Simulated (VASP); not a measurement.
Runs of VASP 6.6.1 on As. The structure is trigonal, space group R-3m (No. 166). The conventional cell has a = 3.755 Å, b = 3.755 Å, c = 11.113 Å, α = 90.00°, β = 90.00°, γ = 120.00°. As (site symmetry 3m) has 6 As at 2.52 to 3.25 Å within 3.3 Å. 

```csv
task,level,potentials or basis,gap on the mesh (eV),pressure (GPa),largest force (eV/Å)
electric field gradients,PBE,"VASP PAW PBE potentials, release 64 (As)",none,2.1,0.30
single point,PBEsol,"VASP PAW PBE potentials, release 64 (As)",none,-1.0,(b)
electric field gradients,LDA,"VASP PAW LDA potentials, release 64 (As)",none,-2.6,0.12
electric field gradients,r2SCAN,"VASP PAW PBE potentials, release 64 (As)",none,0.1,(a)
single point,LDA,"VASP PAW LDA potentials, release 64 (As)",none,-2.6,0.12
```

Alike in all rows: no spin polarisation; cell as given; k mesh 12 × 12 × 12; cutoff (eV) 520; smearing fermi-dirac 0.05 eV.

Task: Fill in the values left out.

Result: (a) 0.01; (b) 0.24.

Caveats: the PAW data sets were made with another functional, which shifts forces and pressure a little (some runs).

A k mesh can miss the band edges, and the runs leave out spin-orbit coupling on As.

A gap of «none» marks levels without a gap at the run's occupations.
